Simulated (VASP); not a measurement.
Input of a VASP 6.6.1 run:

The input INCAR:

```
SYSTEM = SnO2
ALGO     = Normal         ! electronic algorithm
EDIFF    = 1E-6           ! SCF threshold, eV
ENCUT    = 520            ! plane-wave cutoff, eV
GGA      = PE             ! functional
ISIF     = 2              ! what is computed and relaxed
ISMEAR   = 0              ! smearing method
IVDW     = 12             ! dispersion correction
LASPH    = .True.         ! aspherical terms in the spheres
LCHARG   = .True.         ! write CHGCAR
LELF     = .True.         ! ELF
LREAL    = .False.        ! projectors in reciprocal space
LVHAR    = .True.       
LWAVE    = .False.        ! write WAVECAR
NBANDS   = 35             ! bands
NELM     = 80             ! most SCF steps
PREC     = Accurate       ! precision mode
SIGMA    = 0.05           ! smearing width, eV
```

Contents of KPOINTS:

```
k-points
0
Gamma
  12 12 4
  0 0 0
```

Contents of POSCAR:

```
SnO2
1.0
    3.1888976870      0.0000000000      0.0000000000
   -1.5944488435      2.7616664070      0.0000000000
    0.0000000000      0.0000000000     10.8974200659
Sn O
2 4
Direct
    0.0000000000      0.0000000000      0.5000000000
    0.0000000000      0.0000000000      0.0000000000
    0.6666666667      0.3333333333      0.4017901367
    0.6666666667      0.3333333333      0.0982098633
    0.3333333333      0.6666666667      0.5982098633
    0.3333333333      0.6666666667      0.9017901367
```

Potentials or basis: VASP PAW PBE potentials, release 64 (Sn_d, O).

The run is started by

```console
$ cat potpaw_PBE.64/Sn_d/POTCAR potpaw_PBE.64/O/POTCAR > POTCAR
$ mpirun -np 1 vasp_std > vasp.out
```

(1) What does it give for the band gap on the k mesh?

(2) Estimate the largest force.

Answers

(1) 2.25 eV (least direct gap 2.58 eV).

(2) 0.521 eV/Å.

Caveat: spin-orbit coupling is left out, which moves the levels of the heavy elements.
